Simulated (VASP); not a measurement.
# Al2Cu (I4/mcm) in VASP: a series of runs

Al2Cu is run at these levels: LDA; tasks: single point, relaxation of cell and atoms.

All numbers are computed with VASP 6.6.1; they aren't measurements. Logs are shortened: lines on timing, memory, paths and dates and some standing lists are left out, and cuts for length are marked.

## 1. The cell of the first run

Symmetry: I4/mcm, No. 140, tetragonal system. The conventional cell has a = 5.998 Å, b = 5.998 Å, c = 4.785 Å, α = 90.00°, β = 90.00°, γ = 90.00°. Al (site symmetry m2m) has 4 Cu at 2.56 Å and 11 Al at 2.69 to 3.19 Å within 3.4 Å. Within 3.2 Å of Cu (site symmetry 422) lie 2 Cu at 2.39 Å and 8 Al at 2.56 Å.

## 2. Single point, LDA

Input file INCAR:

```
SYSTEM = Al2Cu
  PREC = Accurate
  ENCUT = 520
  EDIFF = 1E-7
  ISMEAR = 0
  SIGMA = 0.1
  LREAL = .False.
  LASPH = .True.
  NELM = 60
  ALGO = Fast
  ISIF = 2
  LWAVE = .False.
  LCHARG = .True.
  GGA = CA
  LELF = .True.
  LVHAR = .True.
  NBANDS = 26
```

Input file KPOINTS:

```
Automatic mesh
0
Gamma
  6 6 6
  0 0 0
```

Input file POSCAR:

```
Al2Cu
1.0
   -2.9988978300      2.9988978300      2.3927372900
    2.9988978300     -2.9988978300      2.3927372900
    2.9988978300      2.9988978300     -2.3927372900
Al Cu
4 2
Direct
    0.3413930800      0.1586069200      0.5000000000
    0.1586069200      0.6586069200      0.8172138400
    0.8413930800      0.3413930800      0.1827861600
    0.6586069200      0.8413930800      0.5000000000
    0.7500000000      0.7500000000      0.0000000000
    0.2500000000      0.2500000000      0.0000000000
```

Potentials or basis: VASP PAW LDA potentials, release 64 (Al, Cu).

The run is started by

```sh
> cat potpaw_LDA.64/Al/POTCAR potpaw_LDA.64/Cu/POTCAR > POTCAR
> mpirun -np 1 vasp_std > vasp.out
```

OUTCAR:

```text
SYSTEM = Al2Cu
   PREC = Accurate
   ENCUT = 520
   EDIFF = 1E-7
   ISMEAR = 0
   LREAL = .False.
   LASPH = .True.
   NELM = 60
   ISIF = 2
   GGA = CA

 ion  position               nearest neighbor table
   1  0.341  0.159  0.500-   5 2.56   6 2.56   6 2.56   5 2.56   4 2.69   4 2.85   4 2.85   2 3.06
                             3 3.06   2 3.06   3 3.06   2 3.19   3 3.19   3 3.19   2 3.19
   2  0.159  0.659  0.817-   5 2.56   6 2.56   5 2.56   6 2.56   3 2.69   3 2.85   3 2.85   1 3.06
                             4 3.06   4 3.06   1 3.06   1 3.19   4 3.19   1 3.19   4 3.19
   3  0.841  0.341  0.183-   5 2.56   6 2.56   5 2.56   6 2.56   2 2.69   2 2.85   2 2.85   1 3.06
                             4 3.06   4 3.06   1 3.06   1 3.19   4 3.19   4 3.19   1 3.19
   4  0.659  0.841  0.500-   6 2.56   5 2.56   5 2.56   6 2.56   1 2.69   1 2.85   1 2.85   2 3.06
                             3 3.06   2 3.06   3 3.06   2 3.19   3 3.19   2 3.19   3 3.19
   5  0.750  0.750  0.000-   6 2.39   6 2.39   2 2.56   3 2.56   2 2.56   3 2.56   4 2.56   1 2.56
                             4 2.56   1 2.56
   6  0.250  0.250  0.000-   5 2.39   5 2.39   2 2.56   3 2.56   2 2.56   3 2.56   1 2.56   1 2.56
                             4 2.56   4 2.56

  LATTYP: Found a body centered tetragonal cell.
 ALAT       =     5.9977956600
 C/A-ratio  =     0.7978722269

  Lattice vectors:

 A1 = (  -2.9988978300,   2.9988978300,   2.3927372900)
 A2 = (   2.9988978300,  -2.9988978300,   2.3927372900)
 A3 = (   2.9988978300,   2.9988978300,  -2.3927372900)

Analysis of symmetry for initial positions (statically):
=====================================================================
 Subroutine PRICEL returns:
 Original cell was already a primitive cell.

 Routine SETGRP: Setting up the symmetry group for a
 body centered tetragonal supercell.

 Subroutine GETGRP returns: Found 16 space group operations
 (whereof  8 operations were pure point group operations)
 out of a pool of 16 trial point group operations.

The static configuration has the point symmetry C_4h.
 The point group associated with its full space group is D_4h.

Analysis of symmetry for dynamics (positions and initial velocities):
=====================================================================
 Subroutine PRICEL returns:
 Original cell was already a primitive cell.

 Routine SETGRP: Setting up the symmetry group for a
 body centered tetragonal supercell.

 Subroutine GETGRP returns: Found 16 space group operations
 (whereof  8 operations were pure point group operations)
 out of a pool of 16 trial point group operations.

The dynamic configuration has the point symmetry C_4h.
 The point group associated with its full space group is D_4h.

 Subroutine INISYM returns: Found 16 space group operations
 (whereof  8 operations are pure point group operations),
 and found     1 'primitive' translations

----------------------------------------------------------------------------------------

                                     Primitive cell

  volume of cell :      86.0753

  direct lattice vectors                    reciprocal lattice vectors
    -2.998897830  2.998897830  2.392737290     0.000000000  0.166727921  0.208965691
     2.998897830 -2.998897830  2.392737290     0.166727921  0.000000000  0.208965691
     2.998897830  2.998897830 -2.392737290     0.166727921  0.166727921  0.000000000

  length of vectors
     4.869493621  4.869493621  4.869493621     0.267329122  0.267329122  0.235788887

  position of ions in fractional coordinates (direct lattice)
     0.341393080  0.158606920  0.500000000
     0.158606920  0.658606920  0.817213840
     0.841393080  0.341393080  0.182786160
     0.658606920  0.841393080  0.500000000
     0.750000000  0.750000000  0.000000000
     0.250000000  0.250000000  0.000000000

  ion indices of the primitive-cell ions
   primitive index   ion index
                 1           1
                 2           2
                 3           3
                 4           4
                 5           5
                 6           6

----------------------------------------------------------------------------------------

 KPOINTS: Automatic mesh

Automatic generation of k-mesh.
 Grid dimensions read from file:
 generate k-points for:    6    6    6

 Generating k-lattice:

  Cartesian coordinates                     Fractional coordinates (reciprocal lattice)
     0.000000000  0.027787987  0.034827615     0.166666667 -0.000000000  0.000000000
     0.027787987  0.000000000  0.034827615    -0.000000000  0.166666667  0.000000000
     0.027787987  0.027787987  0.000000000     0.000000000  0.000000000  0.166666667

  Length of vectors
     0.044554854  0.044554854  0.039298148

  Shift w.r.t. Gamma in fractional coordinates (k-lattice)
     0.000000000  0.000000000  0.000000000

 Subroutine IBZKPT returns following result:
 ===========================================

 Found     30 irreducible k-points:

 Following reciprocal coordinates:
            Coordinates               Weight
  0.000000  0.000000  0.000000      1.000000
  0.166667 -0.000000  0.000000      8.000000
  0.333333 -0.000000  0.000000      8.000000
  0.500000  0.000000  0.000000      4.000000
  0.166667  0.166667  0.000000      8.000000
  0.333333  0.166667 -0.000000     16.000000
[... 16 lines left out ...]
 -0.333333 -0.333333  0.166667      8.000000
 -0.166667 -0.333333  0.166667      8.000000
 [... further k-points ...]
   k-points           NKPTS =     30   k-points in BZ     NKDIM =     30   number of bands    NBANDS=     26
   number of dos      NEDOS =    301   number of ions     NIONS =      6
   total plane-waves  NPLWV =  46656
   dimension x,y,z NGX =    36 NGY =   36 NGZ =   36
   dimension x,y,z NGXF=    72 NGYF=   72 NGZF=   72
   ions per type =               4   2
   NGX,Y,Z   is equivalent  to a cutoff of  12.29, 12.29, 12.29 a.u.
   NGXF,Y,Z  is equivalent  to a cutoff of  24.58, 24.58, 24.58 a.u.
 SYSTEM =  Al2Cu
   PREC   = accura    normal or accurate (medium, high low for compatibility)
   ISTART =      0    job   : 0-new  1-cont  2-samecut
   ICHARG =      2    charge: 1-file 2-atom 10-const
   ISPIN  =      1    spin polarized calculation?
   LNONCOLLINEAR =      F non collinear calculations
   LSORBIT =      F    spin-orbit coupling
   LASPH  =      T    aspherical Exc in radial PAW
   ENCUT  =  520.0 eV  38.22 Ry    6.18 a.u.   9.05  9.05  9.05*2*pi/ulx,y,z
   NELM   =     60;   NELMIN=  2; NELMDL= -5     # of ELM steps
   EDIFF  = 0.1E-06   stopping-criterion for ELM
   LREAL  =      F    real-space projection
   EDIFFG = 0.1E-05   stopping-criterion for IOM
   NSW    =      0    number of steps for IOM
   IBRION =     -1    ionic relax: 0-MD 1-quasi-New 2-CG
   NFREE  =      0    steps in history (QN), initial steepest desc. (CG)
   ISIF   =      2    stress and relaxation
   ISYM   =      2    0-nonsym 1-usesym 2-fastsym
   POTIM  = 0.5000    time-step for ionic-motion
   TEBEG  =    0.0;   TEEND  =   0.0 temperature during run
   PSTRESS=    0.0 pullay stress
   NELECT =      34.0000    total number of electrons
   NUPDOWN=      -1.0000    fix difference up-down
   EMIN   =  10.00;   EMAX   =-10.00  energy-range for DOS
   EFERMI =   0.00;   METHOD = LEGACY
   ISMEAR =     0;   SIGMA  =   0.10  broadening in eV -4-tet -1-fermi 0-gaus
   EFERMI_NEDOS =   21; number of points for ismear=-14 and -15
   IALGO  =     68    algorithm
   IMIX   =      4    mixing-type and parameters
     AMIX     =   0.40;   BMIX     =  1.00
     AMIX_MAG =   1.60;   BMIX_MAG =  1.00
  volume/ion in A,a.u.               =      14.35        96.81
  Fermi-wavevector in a.u.,A,eV,Ry     =   1.201181  2.269902 19.630964  1.442835
  Thomas-Fermi vector in A             =   2.336997
   LORBIT       =      0    0 simple, 1 ext, 2 COOP (PROOUT), +10 PAW based schemes
   GGA     = CA    functional components
   LHFCALC =     F    Hartree Fock is set to
   AEXX    =    0.0000 exact exchange contribution
   IVDW    =     0    specifies the selected vdW correction
   LEPSILON=     F    determine dielectric tensor
   LRPA    =     F    only Hartree local field effects (RPA)
 non-spin polarized calculation
 RMM-DIIS sequential band-by-band and
 Gauss-broadening in eV      SIGMA  =   0.10
  energy-cutoff  :      520.00
  volume of cell :       86.08
 maximum number of plane-waves:      2334
   NGX = 19   NGY = 19   NGZ = 19

 number of electron      34.0000017 magnetization

 Free energy of the ion-electron system (eV)
  ---------------------------------------------------
  ext. energy  EPLUGINS =         0.00000000
  ---------------------------------------------------
  free energy    TOTEN  =       -27.32213595 eV

  energy without entropy =      -27.30627780  energy(sigma->0) =      -27.31420687

 E-fermi :   8.1491     XC(G=0): -11.2209

 val. band max:        8.1377905343   @ k =  -0.3333   0.1667   0.0000
 cond. band min:       8.1512815306   @ k =   0.5000   0.3333   0.0000
 fundamental gap:      0.0134909963
 Fermi energy:         8.1490758284

 k-point     1 :       0.0000    0.0000    0.0000
  band No.  band energies     occupation
      1      -2.8041      2.00000
      2       2.6450      2.00000
      3       2.8179      2.00000
      4       2.8385      2.00000
      5       2.8385      2.00000
      6       3.7710      2.00000
[... 18 lines left out ...]
     25      13.4547      0.00000
     26      14.0914      0.00000

 k-point     2 :       0.1667   -0.0000    0.0000
  band No.  band energies     occupation
      1      -2.5056      2.00000
      2       2.6309      2.00000
      3       2.7450      2.00000
      4       2.8315      2.00000
      5       2.8932      2.00000
      6       3.7199      2.00000
[... 18 lines left out ...]
     25      13.7868      0.00000
     26      14.4312      0.00000

 k-point     3 :       0.3333   -0.0000    0.0000
  band No.  band energies     occupation
      1      -1.6204      2.00000
      2       1.6147      2.00000
      3       2.6340      2.00000
      4       2.7948      2.00000
      5       3.0563      2.00000
      6       3.5565      2.00000
[... 572 lines left out ...]
 k-point    23 :      -0.3333   -0.3333    0.1667
  band No.  band energies     occupation
      1       0.2471      2.00000
      2       0.7513      2.00000
      3       0.7934      2.00000
      4       2.7369      2.00000
      5       2.8675      2.00000
      6       3.2045      2.00000
[... 18 lines left out ...]
     25      14.8088      0.00000
     26      16.7675      0.00000

 k-point    24 :      -0.1667   -0.3333    0.1667
  band No.  band energies     occupation
      1      -1.0700      2.00000
      2       1.4406      2.00000
      3       2.3029      2.00000
      4       2.6376      2.00000
      5       3.1783      2.00000
      6       3.2425      2.00000
[... 18 lines left out ...]
     25      15.6323      0.00000
     26      15.6777      0.00000

 [... further k-points ...]
[... 5 lines left out ...]
  --------------------------------------------------------------------------------------
  -------------------------------------------------------------------------------------
  Total       -1.7174099     -1.7174099      0.0543869      0.0000000      0.0000000      0.0000000
  in kB      -31.9673176    -31.9673176      1.0123403      0.0000000      0.0000000      0.0000000
  external PRESSURE =     -20.9740983 kB  Pullay stress =       0.0000000 kB

 VOLUME and BASIS-vectors are now :
 -----------------------------------------------------------------------------
  energy-cutoff  :      520.00
  volume of cell :       86.08
      direct lattice vectors                 reciprocal lattice vectors
    -2.998897830  2.998897830  2.392737290     0.000000000  0.166727921  0.208965691
     2.998897830 -2.998897830  2.392737290     0.166727921  0.000000000  0.208965691
     2.998897830  2.998897830 -2.392737290     0.166727921  0.166727921  0.000000000

 POSITION                                       TOTAL-FORCE (eV/Angst)
 -----------------------------------------------------------------------------------
      0.95129      2.04761      0.00000         0.037431     -0.037431     -0.000000
      3.95019      0.95129     -0.00000         0.037431      0.037431      0.000000
     -0.95129      2.04761      2.39274        -0.037431     -0.037431     -0.000000
      2.04761      0.95129      2.39274        -0.037431      0.037431     -0.000000
      0.00000      0.00000      3.58911        -0.000000     -0.000000     -0.000000
      0.00000      0.00000      1.19637        -0.000000     -0.000000     -0.000000
 -----------------------------------------------------------------------------------
    total drift:                                0.000000     -0.000000      0.000000

  FREE ENERGIE OF THE ION-ELECTRON SYSTEM (eV)
  ---------------------------------------------------
  free  energy   TOTEN  =       -27.3221359484 eV

  energy  without entropy=      -27.3062777978  energy(sigma->0) =      -27.31420687
```

Wall time 86 s (1 thread of Intel Xeon 8259CL, shared host); peak memory 0.21 GiB.

Results:

* Free energy: -27.3221 eV
* Pressure: -2.1 GPa
* Largest force: 0.053 eV/Å
* Band gap on the k mesh: zero (bands 17 and 18 overlap by 4.18 eV)

Forces in eV/Å, atoms in the order of the input:
```
Al   0.037 -0.037  0.000
Al   0.037  0.037  0.000
Al  -0.037 -0.037  0.000
Al  -0.037  0.037  0.000
Cu   0.000  0.000  0.000
Cu   0.000  0.000  0.000
```

Stress tensor (GPa, compression positive):
```
-3.20  0.00  0.00
 0.00 -3.20  0.00
 0.00  0.00  0.10
```

(Part 1 of 2 ends here.)

The gap in the log of VASP goes by the Fermi energy; the results here count the filled bands.